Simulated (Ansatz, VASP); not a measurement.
## One calculation of Al2O3, two programs

```
CELL_PARAMETERS angstrom
2.92450 0.00000 0.00000
-1.46225 2.53269 0.00000
0.00000 0.00000 7.73400
ATOMIC_POSITIONS crystal
Al 0.00000 0.00000 0.19074
Al 0.00000 0.00000 0.80926
O 0.33333 0.66667 0.28409
O 0.66667 0.33333 0.00000
O 0.33333 0.66667 0.71591
```

Alike in both runs: task single point; functional PBE; dispersion D3(BJ); k mesh 9 × 9 × 4; occupations gaussian, width 0.05 eV; no spin polarisation.

```csv
,VASP,Ansatz
version,VASP 6.6.1,Ansatz 0.2.0
potentials or method,"VASP PAW PBE potentials, release 64 (Al, O), cutoff 520 eV","scalar-relativistic, plane waves, PAW"
valence electrons in the cell,24,24
```

|  | VASP | Ansatz | Ansatz less VASP |
| --- | --- | --- | --- |
| gap on the k mesh at the Fermi level (eV) | 4.07 | 4.09 | +0.022 |
| least direct gap on the mesh (eV) | 4.17 | 4.19 | +0.020 |
| pressure (GPa) | -13.1 | -13.1 | +0.01 |
| traceless stress, the component that is largest in VASP (GPa) | -2.59 | -2.38 | +0.210 |
| rms of the force components (eV/Å) | 0.409 | 0.401 | -0.0081 |

Atom by atom the forces differ by 0.016 eV/Å (rms over components).
